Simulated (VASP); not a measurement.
A run of VASP 6.6.1:

INCAR

```
  PREC = Accurate
  ENCUT = 520
  EDIFF = 1E-7
  ISMEAR = -1
  SIGMA = 0.1
  LREAL = False
  LASPH = True
  NELM = 100
  ALGO = Normal
  ISIF = 2
  LWAVE = False
  LCHARG = False
  GGA = B5
  ALDAX = 1.0
  AGGAX = 1.0
  AGGAC = 1.0
  ALDAC = 0.0
  NBANDS = 22
```

File KPOINTS:

```
regular mesh
0
Gamma
  11 11 11
```

The input POSCAR:

```
Rh
1.0
    0.0000000000      2.9159598219      2.9159598219
    2.9159598219      0.0000000000      2.9159598219
    2.9159598219      2.9159598219      0.0000000000
Rh
2
Direct
    0.1250000000      0.1250000000      0.1250000000
    0.8750000000      0.8750000000      0.8750000000
```

Potentials or basis: VASP PAW PBE potentials, release 64 (Rh_pv).

The run is started by

```sh
$ cat potpaw_PBE.64/Rh_pv/POTCAR > POTCAR
$ mpirun -np 1 vasp_std > vasp.out
```

Hardware: 1 thread of Intel Xeon 8259CL, with other jobs on the host.

**Question.** How long does it take, and how much memory?

**Answer.** Wall time 95 s on 1 thread of Intel Xeon 8259CL, with other jobs on the host, peak memory 0.2 GiB. Counts: scf iterations 13, k points 56.
